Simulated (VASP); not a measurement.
Pt: single point with r2SCAN

Crystal: Pt.

```
Pt
1.0
     0.00000    2.05579    1.95790
     2.05579    0.00000    1.95790
     2.05579    2.05579    0.00000
Pt
1
Direct
  0.00000 0.00000 0.00000
```

This cell differs from its parent crystal: strain +0.0500 x Voigt [1, 1, 0, 0, 0, 0].

```
Program                : VASP 6.6.1
Task                   : single point
Functional             : r2SCAN
Potentials or basis    : VASP PAW PBE potentials, release 64 (Pt)
Cutoff                 : 520 eV
k mesh                 : 20 × 20 × 20
Occupations            : gaussian, width 0.15 eV
Spin                   : no spin polarisation
Dipole correction      : no
Further INCAR settings : ALGO = Normal; EDIFF = 1e-06; NBANDS = 11
```

- Pressure: -16.6 GPa
- Band gap on the k mesh: zero (band 5 reaches 9.93 eV, above the bottom of band 6 at 7.75 eV)

Stress tensor (GPa, compression positive):
```
-17.31   0.00   0.00
  0.00 -17.31   0.00
  0.00   0.00 -15.19
```

Levels at points of the mesh, in eV from the Fermi level:
```tsv
k point	band 2	band 3	band 4	band 5	band 6	band 7	band 8	band 9
(0.00, 0.00, 0.00)	-3.51	-3.51	-3.01	-1.79	-1.25	15.75	19.98	19.98
(0.50, 0.00, 0.00)	-3.67	-3.18	-0.12	0.10	0.16	5.48	15.25	18.74
(0.50, 0.50, 0.00)	-5.90	-0.06	0.47	0.47	2.77	9.17	11.12	11.12
(0.50, 0.00, 0.50)	-5.88	-0.08	0.22	0.63	1.86	7.97	11.93	12.13
```

It took 3 min on 1 thread of Intel Xeon 6975P-C, with other jobs on the host, peak memory 0.25 GiB.

Caveat: the cell differs from its parent crystal (strain +0.0500 x Voigt [1, 1, 0, 0, 0, 0]); the PAW data sets were made with another functional, which shifts forces and pressure a little; spin-orbit coupling is left out, which moves the levels of the heavy elements.
